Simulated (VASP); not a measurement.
A run of VASP 6.6.1:

The input INCAR:

```
SYSTEM = BAs
PREC = Accurate ; ENCUT = 500
EDIFF = 1E-6 ; ISMEAR = 0
SIGMA = 0.01 ; LREAL = .False.
LASPH = .True. ; NELM = 120
ALGO = Normal ; ISIF = 2
LWAVE = .False. ; LCHARG = .False.
GGA = PE ; NBANDS = 11
GGA_COMPAT = .False.
```

The input KPOINTS:

```
Automatic mesh
0
Gamma
  4 4 4
  0 0 0
```

File POSCAR:

```
BAs
1.0
    0.0000000000      2.3216190800      2.3216190800
    2.3216190800      0.0000000000      2.3216190800
    2.3216190800      2.3216190800      0.0000000000
B As
1 1
Direct
    0.0000000000      0.0000000000      0.0000000000
    0.2500000000      0.2500000000      0.2500000000
```

Potentials or basis: VASP PAW PBE potentials, release 64 (B, As).

Run with:

```console
$ cat potpaw_PBE.64/B/POTCAR potpaw_PBE.64/As/POTCAR > POTCAR
$ mpirun -np 1 vasp_std > vasp.out
```

Hardware: 1 thread of Intel(R) Xeon(R) Platinum 8375C CPU @ 2.90GHz (Ice Lake) (shared host).

Q: How long does it take, and how much memory?

A: Wall time 4 s on 1 thread of Intel(R) Xeon(R) Platinum 8375C CPU @ 2.90GHz (Ice Lake), on a shared host, peak memory 0.13 GiB. Counts: scf iterations 12, k points 8.
